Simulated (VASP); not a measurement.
Runs of VASP 6.6.1 on HgTe (Coloradoite). The structure is that of space group F-43m (No. 216), or close to it. The cells are those of the table. 

| cell | gap on the mesh (eV) | pressure (GPa) |
| --- | --- | --- |
| a = 4.569, b = 4.569, c = 4.591 Å, angles 59.8, 59.8, 60.3°, 2 atoms | 0.03 | (b) |
| a = 4.546 Å, angles 60.0°, 2 atoms | none | 1.9 |
| a = 4.501, b = 4.501, c = 4.455 Å, angles 60.3, 60.3, 59.3°, 2 atoms | none | 4.2 |
| a = 4.592, b = 4.592, c = 4.637 Å, angles 59.7, 59.7, 60.7°, 2 atoms | 0.06 | (a) |
| a = 4.523, b = 4.523, c = 4.501 Å, angles 60.2, 60.2, 59.7°, 2 atoms | none | 3.0 |

Alike in all rows: task single point; level PBEsol; potentials or basis VASP PAW PBE potentials, release 64 (Hg, Te); no spin polarisation; k mesh 6 × 6 × 6; cutoff (eV) 520; smearing gaussian 0.05 eV.

Task: Estimate the missing entries.

Result: (a) 0.1; (b) 0.9.

Caveats: the PAW data sets were made with another functional, which shifts forces and pressure a little; spin-orbit coupling is left out, which moves the levels of the heavy elements.

A k mesh can miss the band edges, and the runs leave out spin-orbit coupling on Hg, Te.

A gap of «none» marks levels without a gap at the run's occupations.
